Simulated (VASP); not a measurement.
Here is a VASP 6.6.1 calculation.

INCAR

```
SYSTEM = AlCu
PREC     = Accurate       ! precision mode
ENCUT    = 520            ! plane-wave cutoff, eV
EDIFF    = 1E-7           ! SCF threshold, eV
ISMEAR   = 0              ! smearing method
SIGMA    = 0.15           ! smearing width, eV
LREAL    = .FALSE.        ! projectors in reciprocal space
LASPH    = .TRUE.         ! aspherical terms in the spheres
NELM     = 80             ! most SCF steps
ALGO     = Fast           ! electronic algorithm
ISIF     = 2              ! what is computed and relaxed
LWAVE    = .FALSE.        ! write WAVECAR
LCHARG   = .FALSE.        ! write CHGCAR
GGA      = PS             ! functional
NBANDS   = 14             ! bands
```

The input KPOINTS:

```
regular mesh
0
G
  20 20 20
  0 0 0
```

The input POSCAR:

```
AlCu
1.0
    2.9560037103     -0.0886801113      0.0000000000
   -0.0886801113      2.9560037103      0.0000000000
    0.0000000000      0.0000000000      2.9560037103
Al Cu
1 1
Direct
    0.0000000000      0.0000000000      0.0000000000
    0.5000000000      0.5000000000      0.5000000000
```

Potentials or basis: VASP PAW PBE potentials, release 64 (Al, Cu).

The run is started by

```bash
$ cat potpaw_PBE.64/Al/POTCAR potpaw_PBE.64/Cu/POTCAR > POTCAR
$ mpirun -np 1 vasp_std > vasp.out
```

Task: Estimate the pressure.

Result: 0.7 GPa.

Task: Estimate the band gap on the k mesh.

Result: Zero (bands 7 and 8 overlap by 4.79 eV).

Stress tensor (GPa, compression positive):
```
 1.13  3.35  0.00
 3.35  1.13  0.00
 0.00  0.00 -0.21
```

Caveat: the cell differs from its parent crystal (strain -0.0600 x Voigt [0, 0, 0, 0, 0, 1]); the PAW data sets were made with another functional, which shifts forces and pressure a little.
